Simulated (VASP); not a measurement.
# Rh (Fm-3m) in VASP: single point with LDA

Aim: the single point of Rh with LDA.

All numbers are computed with VASP 6.6.1; they aren't measurements. Logs are shortened: lines on timing, memory, paths and dates and some standing lists are left out, and cuts for length are marked.

## 1. The cell of the first run

Symmetry: Fm-3m, No. 225, cubic system. The conventional cell has a = 3.755 Å, b = 3.755 Å, c = 3.755 Å, α = 90.00°, β = 90.00°, γ = 90.00°. Rh (site symmetry m-3m) has 12 Rh at 2.66 Å within 3.5 Å.

## 2. Single point, LDA

The input, INCAR:

```
SYSTEM = Rh
PREC = Accurate
ENCUT = 620
EDIFF = 1E-6
ISMEAR = -1
SIGMA = 0.1
LREAL = .FALSE.
LASPH = .TRUE.
NELM = 120
ALGO = Normal
ISIF = 2
LWAVE = .FALSE.
LCHARG = .FALSE.
NBANDS = 14
GGA_COMPAT = .FALSE.
```

The input, KPOINTS:

```
Automatic mesh
0
G
  10 10 10
  0 0 0
```

The input, POSCAR:

```
Rh
1.0
    0.0000000000      1.8774932458      1.8774932458
    1.8774932458      0.0000000000      1.8774932458
    1.8774932458      1.8774932458      0.0000000000
Rh
1
Direct
    0.0000000000      0.0000000000      0.0000000000
```

Potentials or basis: VASP PAW LDA potentials, release 64 (Rh_sv_GW).

On the command line:

```
$ cat potpaw_LDA.64/Rh_sv_GW/POTCAR > POTCAR
$ mpirun -np 1 vasp_std > vasp.out
```

OUTCAR:

```text
SYSTEM = Rh
   PREC = Accurate
   ENCUT = 620
   EDIFF = 1E-6
   ISMEAR = -1
   LREAL = .FALSE.
   LASPH = .TRUE.
   NELM = 120
   ISIF = 2

 ion  position               nearest neighbor table
   1  0.000  0.000  0.000-

  LATTYP: Found a face centered cubic cell.
 ALAT       =     3.7549864916

  Lattice vectors:

 A1 = (   0.0000000000,   1.8774932458,   1.8774932458)
 A2 = (   1.8774932458,   0.0000000000,   1.8774932458)
 A3 = (   1.8774932458,   1.8774932458,   0.0000000000)

Analysis of symmetry for initial positions (statically):
=====================================================================
 Subroutine PRICEL returns:
 Original cell was already a primitive cell.

 Routine SETGRP: Setting up the symmetry group for a
 face centered cubic supercell.

 Subroutine GETGRP returns: Found 48 space group operations
 (whereof 48 operations were pure point group operations)
 out of a pool of 48 trial point group operations.

The static configuration has the point symmetry O_h .

Analysis of symmetry for dynamics (positions and initial velocities):
=====================================================================
 Subroutine PRICEL returns:
 Original cell was already a primitive cell.

 Routine SETGRP: Setting up the symmetry group for a
 face centered cubic supercell.

 Subroutine GETGRP returns: Found 48 space group operations
 (whereof 48 operations were pure point group operations)
 out of a pool of 48 trial point group operations.

The dynamic configuration has the point symmetry O_h .

 Subroutine INISYM returns: Found 48 space group operations
 (whereof 48 operations are pure point group operations),
 and found     1 'primitive' translations

----------------------------------------------------------------------------------------

                                     Primitive cell

  volume of cell :      13.2363

  direct lattice vectors                    reciprocal lattice vectors
     0.000000000  1.877493246  1.877493246    -0.266312543  0.266312543  0.266312543
     1.877493246  0.000000000  1.877493246     0.266312543 -0.266312543  0.266312543
     1.877493246  1.877493246  0.000000000     0.266312543  0.266312543 -0.266312543

  length of vectors
     2.655176411  2.655176411  2.655176411     0.461266854  0.461266854  0.461266854

  position of ions in fractional coordinates (direct lattice)
     0.000000000  0.000000000  0.000000000

  ion indices of the primitive-cell ions
   primitive index   ion index
                 1           1

----------------------------------------------------------------------------------------

 KPOINTS: Automatic mesh

Automatic generation of k-mesh.
 Grid dimensions read from file:
 generate k-points for:   10   10   10

 Generating k-lattice:

  Cartesian coordinates                     Fractional coordinates (reciprocal lattice)
    -0.026631254  0.026631254  0.026631254     0.100000000  0.000000000  0.000000000
     0.026631254 -0.026631254  0.026631254     0.000000000  0.100000000  0.000000000
     0.026631254  0.026631254 -0.026631254     0.000000000  0.000000000  0.100000000

  Length of vectors
     0.046126685  0.046126685  0.046126685

  Shift w.r.t. Gamma in fractional coordinates (k-lattice)
     0.000000000  0.000000000  0.000000000

 Subroutine IBZKPT returns following result:
 ===========================================

 Found     47 irreducible k-points:

 Following reciprocal coordinates:
            Coordinates               Weight
  0.000000  0.000000  0.000000      1.000000
  0.100000  0.000000  0.000000      8.000000
  0.200000  0.000000  0.000000      8.000000
  0.300000  0.000000  0.000000      8.000000
  0.400000  0.000000  0.000000      8.000000
  0.500000  0.000000  0.000000      4.000000
[... 16 lines left out ...]
  0.300000  0.300000  0.000000      6.000000
  0.400000  0.300000  0.000000     24.000000
 [... further k-points ...]
   k-points           NKPTS =     47   k-points in BZ     NKDIM =     47   number of bands    NBANDS=     14
   number of dos      NEDOS =    301   number of ions     NIONS =      1
   total plane-waves  NPLWV =  13824
   dimension x,y,z NGX =    24 NGY =   24 NGZ =   24
   dimension x,y,z NGXF=    48 NGYF=   48 NGZF=   48
   ions per type =               1
   NGX,Y,Z   is equivalent  to a cutoff of  15.03, 15.03, 15.03 a.u.
   NGXF,Y,Z  is equivalent  to a cutoff of  30.05, 30.05, 30.05 a.u.
 SYSTEM =  Rh
   PREC   = accura    normal or accurate (medium, high low for compatibility)
   ISTART =      0    job   : 0-new  1-cont  2-samecut
   ICHARG =      2    charge: 1-file 2-atom 10-const
   ISPIN  =      1    spin polarized calculation?
   LNONCOLLINEAR =      F non collinear calculations
   LSORBIT =      F    spin-orbit coupling
   LASPH  =      T    aspherical Exc in radial PAW
   ENCUT  =  620.0 eV  45.57 Ry    6.75 a.u.   5.39  5.39  5.39*2*pi/ulx,y,z
   NELM   =    120;   NELMIN=  2; NELMDL= -5     # of ELM steps
   EDIFF  = 0.1E-05   stopping-criterion for ELM
   LREAL  =      F    real-space projection
   EDIFFG = 0.1E-04   stopping-criterion for IOM
   NSW    =      0    number of steps for IOM
   IBRION =     -1    ionic relax: 0-MD 1-quasi-New 2-CG
   NFREE  =      0    steps in history (QN), initial steepest desc. (CG)
   ISIF   =      2    stress and relaxation
   ISYM   =      2    0-nonsym 1-usesym 2-fastsym
   POTIM  = 0.5000    time-step for ionic-motion
   TEBEG  =    0.0;   TEEND  =   0.0 temperature during run
   PSTRESS=    0.0 pullay stress
   NELECT =      17.0000    total number of electrons
   NUPDOWN=      -1.0000    fix difference up-down
   EMIN   =  10.00;   EMAX   =-10.00  energy-range for DOS
   EFERMI =   0.00;   METHOD = LEGACY
   ISMEAR =    -1;   SIGMA  =   0.10  broadening in eV -4-tet -1-fermi 0-gaus
   EFERMI_NEDOS =   21; number of points for ismear=-14 and -15
   IALGO  =     38    algorithm
   IMIX   =      4    mixing-type and parameters
     AMIX     =   0.40;   BMIX     =  1.00
     AMIX_MAG =   1.60;   BMIX_MAG =  1.00
  volume/ion in A,a.u.               =      13.24        89.32
  Fermi-wavevector in a.u.,A,eV,Ry     =   1.779520  3.362804 43.085429  3.166690
  Thomas-Fermi vector in A             =   2.844496
   LORBIT       =      0    0 simple, 1 ext, 2 COOP (PROOUT), +10 PAW based schemes
   GGA     = CA    functional components
   LHFCALC =     F    Hartree Fock is set to
   AEXX    =    0.0000 exact exchange contribution
   IVDW    =     0    specifies the selected vdW correction
   LEPSILON=     F    determine dielectric tensor
   LRPA    =     F    only Hartree local field effects (RPA)
 non-spin polarized calculation
  energy-cutoff  :      620.00
  volume of cell :       13.24
 maximum number of plane-waves:       483
 NGX is ok and might be reduce to    24
   NGX = 11   NGY = 11   NGZ = 11

 number of electron      17.0000004 magnetization

 Free energy of the ion-electron system (eV)
  ---------------------------------------------------
  ext. energy  EPLUGINS =         0.00000000
  ---------------------------------------------------
  free energy    TOTEN  =        -7.85876062 eV

  energy without entropy =       -7.81547193  energy(sigma->0) =       -7.83711627

 E-fermi :  11.2826     XC(G=0): -14.6685

 val. band max:       11.2546117092   @ k =  -0.3000   0.3000   0.1000
 cond. band min:      11.3061226114   @ k =   0.5000   0.4000   0.1000
 fundamental gap:      0.0515109022
 Fermi energy:        11.2826118187

 k-point     1 :       0.0000    0.0000    0.0000
  band No.  band energies     occupation
      1     -67.3119      2.00000
      2     -34.9526      2.00000
      3     -34.9526      2.00000
      4     -34.9526      2.00000
      5       2.9561      2.00000
      6       7.9621      2.00000
      7       7.9621      2.00000
      8       7.9621      2.00000
      9      10.2203      1.99995
     10      10.2203      1.99995
     11      26.9694      0.00000
     12      32.4663      0.00000
     13      32.4663      0.00000
     14      32.4663      0.00000

 k-point     2 :       0.1000    0.0000    0.0000
  band No.  band energies     occupation
      1     -67.2991      2.00000
      2     -35.0368      2.00000
      3     -34.9640      2.00000
      4     -34.9640      2.00000
      5       3.3643      2.00000
      6       7.7869      2.00000
      7       8.1187      2.00000
      8       8.1187      2.00000
      9      10.1369      1.99998
     10      10.1369      1.99998
     11      27.5664      0.00000
     12      30.7592      0.00000
     13      33.0853      0.00000
     14      33.0853      0.00000

 k-point     3 :       0.2000    0.0000    0.0000
  band No.  band energies     occupation
      1     -67.2651      2.00000
      2     -35.2540      2.00000
      3     -34.9935      2.00000
      4     -34.9935      2.00000
      5       4.3510      2.00000
      6       7.6020      2.00000
      7       8.3592      2.00000
      8       8.3592      2.00000
      9      10.1577      1.99997
     10      10.1577      1.99997
     11      27.9494      0.00000
     12      28.6736      0.00000
     13      34.7623      0.00000
     14      34.7623      0.00000
[... 324 lines left out ...]
 k-point    23 :       0.3000    0.3000    0.0000
  band No.  band energies     occupation
      1     -67.1932      2.00000
      2     -35.4895      2.00000
      3     -35.1575      2.00000
      4     -35.1575      2.00000
      5       5.3939      2.00000
      6       5.8087      2.00000
      7       9.9559      2.00000
      8      10.3567      1.99981
      9      10.3567      1.99981
     10      11.2538      1.14321
     11      28.7266      0.00000
     12      28.7266      0.00000
     13      29.1185      0.00000
     14      32.4352      0.00000

 k-point    24 :       0.4000    0.3000    0.0000
  band No.  band energies     occupation
      1     -67.1660      2.00000
      2     -35.6024      2.00000
      3     -35.2195      2.00000
      4     -35.1925      2.00000
      5       5.3121      2.00000
      6       5.6345      2.00000
      7       9.7134      2.00000
      8      10.5353      1.99886
      9      11.7957      0.01175
     10      12.6974      0.00000
     11      25.7638      0.00000
     12      27.5626      0.00000
     13      27.8360      0.00000
     14      33.3587      0.00000

 [... further k-points ...]

------------------------ aborting loop because EDIFF is reached ----------------------------------------

  FORCE on cell =-STRESS in cart. coord.  units (eV):
  Direction    XX          YY          ZZ          XY          YZ          ZX
  --------------------------------------------------------------------------------------
  -------------------------------------------------------------------------------------
  Total        0.0358712      0.0358712      0.0358712      0.0000000     -0.0000000      0.0000000
  in kB        4.3420183      4.3420183      4.3420183      0.0000000     -0.0000000      0.0000000
  external PRESSURE =       4.3420183 kB  Pullay stress =       0.0000000 kB

 VOLUME and BASIS-vectors are now :
 -----------------------------------------------------------------------------
  energy-cutoff  :      620.00
  volume of cell :       13.24
      direct lattice vectors                 reciprocal lattice vectors
     0.000000000  1.877493246  1.877493246    -0.266312543  0.266312543  0.266312543
     1.877493246  0.000000000  1.877493246     0.266312543 -0.266312543  0.266312543
     1.877493246  1.877493246  0.000000000     0.266312543  0.266312543 -0.266312543

 POSITION                                       TOTAL-FORCE (eV/Angst)
 -----------------------------------------------------------------------------------
      0.00000      0.00000      0.00000         0.000000      0.000000      0.000000
 -----------------------------------------------------------------------------------
    total drift:                               -0.000000      0.000000      0.000000

  FREE ENERGIE OF THE ION-ELECTRON SYSTEM (eV)
  ---------------------------------------------------
  free  energy   TOTEN  =        -7.8587606150 eV

  energy  without entropy=       -7.8154719312  energy(sigma->0) =       -7.83711627
```

Wall time 11 s (1 thread of AMD EPYC 7R13 (Zen 3), shared host); peak memory 0.11 GiB.

What came out:

```
Free energy            : -7.8588 eV
Pressure               : 0.4 GPa
Band gap on the k mesh : zero (an odd number of electrons rules out a gap without spin polarisation)
```

The gap in the log of VASP goes by the Fermi energy; the results here count the filled bands.